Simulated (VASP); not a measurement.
# Al (a cell with a defect) in VASP: a series of runs

The runs below take Al (a cell with a defect) through single point, relaxation of the atoms, with PBE.

All numbers are computed with VASP 6.6.1; they aren't measurements. Logs are shortened: lines on timing, memory, paths and dates and some standing lists are left out, and cuts for length are marked.

### Step 1. The cell of the first run

The cell holds a defect, 11 atoms: a = 8.591 Å, b = 5.727 Å, c = 5.727 Å, α = 60.00°, β = 60.00°, γ = 60.00°.

### Step 2. Single point, PBE

INCAR

```
SYSTEM = Al
PREC = Accurate
ENCUT = 400
EDIFF = 1E-6
ISMEAR = -1
SIGMA = 0.15
LREAL = .FALSE.
LASPH = .TRUE.
NELM = 120
ALGO = Normal
ISIF = 2
LWAVE = .FALSE.
LCHARG = .FALSE.
GGA = PE
NBANDS = 28
GGA_COMPAT = .FALSE.
```

KPOINTS

```
regular mesh
0
G
  2 3 3
  0 0 0
```

POSCAR

```
Al
1.0
    0.0000000000      6.0744300000      6.0744300000
    4.0496200000      0.0000000000      4.0496200000
    4.0496200000      4.0496200000      0.0000000000
Al
11
Direct
    0.0000000000      0.0000000000      0.5000000000
    0.0000000000      0.5000000000      0.0000000000
    0.0000000000      0.5000000000      0.5000000000
    0.3326717022     -0.0014397815     -0.0014397815
    0.3232922448      0.0038910223      0.5106103552
    0.3232922448      0.5106103552      0.0038910223
    0.3338263306      0.4994898420      0.4994898420
    0.6673282978      0.0014397815      0.0014397815
    0.6767077552     -0.0038910223      0.4893896448
    0.6767077552      0.4893896448     -0.0038910223
    0.6661736694      0.5005101580      0.5005101580
```

Potentials or basis: VASP PAW PBE potentials, release 64 (Al).

Launch:

```
$ cat potpaw_PBE.64/Al/POTCAR > POTCAR
$ mpirun -np 1 vasp_std > vasp.out
```

OUTCAR:

```text
SYSTEM = Al
   PREC = Accurate
   ENCUT = 400
   EDIFF = 1E-6
   ISMEAR = -1
   LREAL = .FALSE.
   LASPH = .TRUE.
   NELM = 120
   ISIF = 2
   GGA = PE

 ion  position               nearest neighbor table
   1  0.000  0.000  0.500-   5 2.82   9 2.82   3 2.86   2 2.86   2 2.86   3 2.86   8 2.86   4 2.86
                            11 2.87   7 2.87
   2  0.000  0.500  0.000-   6 2.82  10 2.82   3 2.86   1 2.86   3 2.86   1 2.86   8 2.86   4 2.86
                            11 2.87   7 2.87
   3  0.000  0.500  0.500-   5 2.81   6 2.81   9 2.81  10 2.81   1 2.86   2 2.86   2 2.86   1 2.86
                             7 2.86  11 2.86
   4  0.333  0.999  0.999-   5 2.82   6 2.82   7 2.86   7 2.86   1 2.86   2 2.86   8 2.89   5 2.91
                             6 2.91   9 2.94  10 2.94
   5  0.323  0.004  0.511-   3 2.81   1 2.82   4 2.82   6 2.83   7 2.85   7 2.88   6 2.90   4 2.91
                            11 2.91   8 2.94   9 2.96
   6  0.323  0.511  0.004-   3 2.81   2 2.82   4 2.82   5 2.83   7 2.85   7 2.88   5 2.90   4 2.91
                            11 2.91   8 2.94  10 2.96
   7  0.334  0.499  0.499-   5 2.85   6 2.85  11 2.86   4 2.86   4 2.86   3 2.86   1 2.87   2 2.87
                             5 2.88   6 2.88  10 2.91   9 2.91
   8  0.667  0.001  0.001-   9 2.82  10 2.82  11 2.86  11 2.86   1 2.86   2 2.86   4 2.89   9 2.91
                            10 2.91   5 2.94   6 2.94
   9  0.677  0.996  0.489-   3 2.81   1 2.82   8 2.82  10 2.83  11 2.85  11 2.88  10 2.90   8 2.91
                             7 2.91   4 2.94   5 2.96
  10  0.677  0.489  0.996-   3 2.81   2 2.82   8 2.82   9 2.83  11 2.85  11 2.88   9 2.90   8 2.91
                             7 2.91   4 2.94   6 2.96
  11  0.666  0.501  0.501-   9 2.85  10 2.85   7 2.86   8 2.86   8 2.86   3 2.86   2 2.87   1 2.87
                            10 2.88   9 2.88   6 2.91   5 2.91

  LATTYP: Found a face centered orthorhombic cell.
 ALAT       =     5.7270275265
 B/A-ratio  =     1.7320508076
 C/A-ratio  =     2.4494897428

  Lattice vectors:

 A1 = (   0.0000000000,   6.0744300000,   6.0744300000)
 A2 = (  -4.0496200000,   2.0248100000,   6.0744300000)
 A3 = (   4.0496200000,  -0.0000000000,   4.0496200000)

Analysis of symmetry for initial positions (statically):
=====================================================================
 Subroutine PRICEL returns:
 Original cell was already a primitive cell.

 Routine SETGRP: Setting up the symmetry group for a
 face centered orthorhombic supercell.

 Subroutine GETGRP returns: Found  4 space group operations
 (whereof  4 operations were pure point group operations)
 out of a pool of  8 trial point group operations.

The static configuration has the point symmetry C_2h.

Analysis of symmetry for dynamics (positions and initial velocities):
=====================================================================
 Subroutine PRICEL returns:
 Original cell was already a primitive cell.

 Routine SETGRP: Setting up the symmetry group for a
 face centered orthorhombic supercell.

 Subroutine GETGRP returns: Found  4 space group operations
 (whereof  4 operations were pure point group operations)
 out of a pool of  8 trial point group operations.

The dynamic configuration has the point symmetry C_2h.

 Subroutine INISYM returns: Found  4 space group operations
 (whereof  4 operations are pure point group operations),
 and found     1 'primitive' translations

----------------------------------------------------------------------------------------

                                     Primitive cell

  volume of cell :     199.2343

  direct lattice vectors                    reciprocal lattice vectors
     0.000000000  6.074430000  6.074430000    -0.082312250  0.082312250  0.082312250
     4.049620000  0.000000000  4.049620000     0.123468375 -0.123468375  0.123468375
     4.049620000  4.049620000  0.000000000     0.123468375  0.123468375 -0.123468375

  length of vectors
     8.590541290  5.727027526  5.727027526     0.142568999  0.213853498  0.213853498

  position of ions in fractional coordinates (direct lattice)
     0.000000000  0.000000000  0.500000000
     0.000000000  0.500000000  0.000000000
     0.000000000  0.500000000  0.500000000
     0.332671702  0.998560219  0.998560219
     0.323292245  0.003891022  0.510610355
[... 29 lines left out ...]
 Generating k-lattice:

  Cartesian coordinates                     Fractional coordinates (reciprocal lattice)
    -0.041156125  0.041156125  0.041156125     0.500000000  0.000000000  0.000000000
     0.041156125 -0.041156125  0.041156125     0.000000000  0.333333333  0.000000000
     0.041156125  0.041156125 -0.041156125     0.000000000  0.000000000  0.333333333

  Length of vectors
     0.071284499  0.071284499  0.071284499

  Shift w.r.t. Gamma in fractional coordinates (k-lattice)
     0.000000000  0.000000000  0.000000000

 WARNING: IBZKPT: internal override: KBLOWUP is changed to .FALSE.
      ... skipping the blow-up phase ...

 Subroutine IBZKPT returns following result:
 ===========================================

 Found      8 irreducible k-points:

 Following reciprocal coordinates:
            Coordinates               Weight
  0.000000  0.000000  0.000000      1.000000
  0.500000  0.000000  0.000000      1.000000
  0.000000  0.333333  0.000000      4.000000
  0.500000  0.333333  0.000000      4.000000
  0.000000  0.333333  0.333333      2.000000
  0.500000  0.333333  0.333333      2.000000
  0.000000 -0.333333  0.333333      2.000000
  0.500000 -0.333333  0.333333      2.000000
   k-points           NKPTS =      8   k-points in BZ     NKDIM =      8   number of bands    NBANDS=     28
   number of dos      NEDOS =    301   number of ions     NIONS =     11
   total plane-waves  NPLWV =  89600
   dimension x,y,z NGX =    56 NGY =   40 NGZ =   40
   dimension x,y,z NGXF=   112 NGYF=   80 NGZF=   80
   ions per type =              11
   NGX,Y,Z   is equivalent  to a cutoff of  10.84, 11.61, 11.61 a.u.
   NGXF,Y,Z  is equivalent  to a cutoff of  21.67, 23.22, 23.22 a.u.
 SYSTEM =  Al
   PREC   = accura    normal or accurate (medium, high low for compatibility)
   ISTART =      0    job   : 0-new  1-cont  2-samecut
   ICHARG =      2    charge: 1-file 2-atom 10-const
   ISPIN  =      1    spin polarized calculation?
   LNONCOLLINEAR =      F non collinear calculations
   LSORBIT =      F    spin-orbit coupling
   LASPH  =      T    aspherical Exc in radial PAW
   ENCUT  =  400.0 eV  29.40 Ry    5.42 a.u.  14.01  9.34  9.34*2*pi/ulx,y,z
   NELM   =    120;   NELMIN=  2; NELMDL= -5     # of ELM steps
   EDIFF  = 0.1E-05   stopping-criterion for ELM
   LREAL  =      F    real-space projection
   EDIFFG = 0.1E-04   stopping-criterion for IOM
   NSW    =      0    number of steps for IOM
   IBRION =     -1    ionic relax: 0-MD 1-quasi-New 2-CG
   NFREE  =      0    steps in history (QN), initial steepest desc. (CG)
   ISIF   =      2    stress and relaxation
   ISYM   =      2    0-nonsym 1-usesym 2-fastsym
   POTIM  = 0.5000    time-step for ionic-motion
   TEBEG  =    0.0;   TEEND  =   0.0 temperature during run
   PSTRESS=    0.0 pullay stress
   NELECT =      33.0000    total number of electrons
   NUPDOWN=      -1.0000    fix difference up-down
   EMIN   =  10.00;   EMAX   =-10.00  energy-range for DOS
   EFERMI =   0.00;   METHOD = LEGACY
   ISMEAR =    -1;   SIGMA  =   0.15  broadening in eV -4-tet -1-fermi 0-gaus
   EFERMI_NEDOS =   21; number of points for ismear=-14 and -15
   IALGO  =     38    algorithm
   IMIX   =      4    mixing-type and parameters
     AMIX     =   0.40;   BMIX     =  1.00
     AMIX_MAG =   1.60;   BMIX_MAG =  1.00
  volume/ion in A,a.u.               =      18.11       122.23
  Fermi-wavevector in a.u.,A,eV,Ry     =   0.899066  1.698988 10.997851  0.808319
  Thomas-Fermi vector in A             =   2.021853
   LORBIT       =      0    0 simple, 1 ext, 2 COOP (PROOUT), +10 PAW based schemes
   GGA     = PE    functional components
   LHFCALC =     F    Hartree Fock is set to
   AEXX    =    0.0000 exact exchange contribution
   IVDW    =     0    specifies the selected vdW correction
   LEPSILON=     F    determine dielectric tensor
   LRPA    =     F    only Hartree local field effects (RPA)
 non-spin polarized calculation
  energy-cutoff  :      400.00
  volume of cell :      199.23
 maximum number of plane-waves:      3638
 NGX is ok and might be reduce to    56
   NGX = 27   NGY = 19   NGZ = 19

 number of electron      33.0000000 magnetization

 Free energy of the ion-electron system (eV)
  ---------------------------------------------------
  ext. energy  EPLUGINS =         0.00000000
  ---------------------------------------------------
  free energy    TOTEN  =       -41.18456694 eV

  energy without entropy =      -40.83236779  energy(sigma->0) =      -41.00846737

 E-fermi :   6.8011     XC(G=0):  -9.7916

 val. band max:        6.7462043432   @ k =   0.5000   0.3333   0.3333
 cond. band min:       6.8090566495   @ k =   0.5000   0.3333   0.3333
 fundamental gap:      0.0628523062
 Fermi energy:         6.8010634315

 k-point     1 :       0.0000    0.0000    0.0000
  band No.  band energies     occupation
      1      -3.6781      2.00000
      2      -0.8678      2.00000
      3      -0.4717      2.00000
      4       2.0843      2.00000
      5       2.1078      2.00000
      6       2.5554      2.00000
[... 237 lines left out ...]
     27      10.5060      0.00000
     28      10.6628      0.00000

------------------------ aborting loop because EDIFF is reached ----------------------------------------

  FORCE on cell =-STRESS in cart. coord.  units (eV):
  Direction    XX          YY          ZZ          XY          YZ          ZX
  --------------------------------------------------------------------------------------
  -------------------------------------------------------------------------------------
  Total       -3.2448256     -2.4753780     -2.4753780      0.5267851     -0.1389510      0.5267851
  in kB      -26.0938328    -19.9061853    -19.9061853      4.2362343     -1.1173990      4.2362343
  external PRESSURE =     -21.9687345 kB  Pullay stress =       0.0000000 kB

 VOLUME and BASIS-vectors are now :
 -----------------------------------------------------------------------------
  energy-cutoff  :      400.00
  volume of cell :      199.23
      direct lattice vectors                 reciprocal lattice vectors
     0.000000000  6.074430000  6.074430000    -0.082312250  0.082312250  0.082312250
     4.049620000  0.000000000  4.049620000     0.123468375 -0.123468375  0.123468375
     4.049620000  4.049620000  0.000000000     0.123468375  0.123468375 -0.123468375

 POSITION                                       TOTAL-FORCE (eV/Angst)
 -----------------------------------------------------------------------------------
      2.02481      2.02481      0.00000        -0.000000      0.000000     -0.000000
      2.02481      0.00000      2.02481        -0.000000      0.000000     -0.000000
      4.04962      2.02481      2.02481        -0.000000      0.000000     -0.000000
      8.08758      6.06458      6.06458        -0.005838      0.003579      0.003579
      2.08354      4.03159      1.97957         0.004955     -0.001275     -0.004183
      2.08354      1.97957      4.03159         0.004955     -0.004183     -0.001275
      4.04549      4.05055      4.05055        -0.002213      0.001110      0.001110
      0.01166      4.05947      4.05947         0.005838     -0.003579     -0.003579
      6.01570      6.09246      8.14448        -0.004955      0.001275      0.004183
      6.01570      8.14448      6.09246        -0.004955      0.004183      0.001275
      4.05375      6.07350      6.07350         0.002213     -0.001110     -0.001110
 -----------------------------------------------------------------------------------
    total drift:                               -0.000000     -0.000000     -0.000000

  FREE ENERGIE OF THE ION-ELECTRON SYSTEM (eV)
  ---------------------------------------------------
  free  energy   TOTEN  =       -41.1845669434 eV

  energy  without entropy=      -40.8323677875  energy(sigma->0) =      -41.00846737
```

Run time: 35 s. Hardware: 1 thread of Intel Xeon Platinum 8488C (Sapphire Rapids), shared host; peak memory 0.25 GiB.

Results:

```yaml
Free_energy: -41.1846 eV
Pressure: -2.2 GPa
Largest_force: 0.008 eV/Å
Band_gap_on_the_k_mesh: zero (an odd number of electrons rules out a gap without spin polarisation)
```

Forces in eV/Å, atoms in the order of the input:
```
Al   0.000  0.000  0.000
Al   0.000  0.000  0.000
Al   0.000  0.000  0.000
Al  -0.006  0.004  0.004
Al   0.005 -0.001 -0.004
Al   0.005 -0.004 -0.001
Al  -0.002  0.001  0.001
Al   0.006 -0.004 -0.004
Al  -0.005  0.001  0.004
Al  -0.005  0.004  0.001
Al   0.002 -0.001 -0.001
```

Levels at points of the mesh, in eV from the Fermi level:
```csv
k point,band 13,band 14,band 15,band 16,band 17,band 18,band 19,band 20,band 21,band 22
"(0.00, 0.00, 0.00)",-2.76,-2.21,-1.59,-1.35,-0.41,0.91,1.12,1.42,1.53,1.77
"(0.50, 0.00, 0.00)",-2.43,-1.99,-1.76,-1.65,-1.49,-1.10,-1.02,0.39,1.71,1.94
```

Caveat: the k points lie up to 0.45 Å⁻¹ apart, too coarse for converged energies and pressures of a metal.

[end of part 1 of 2]
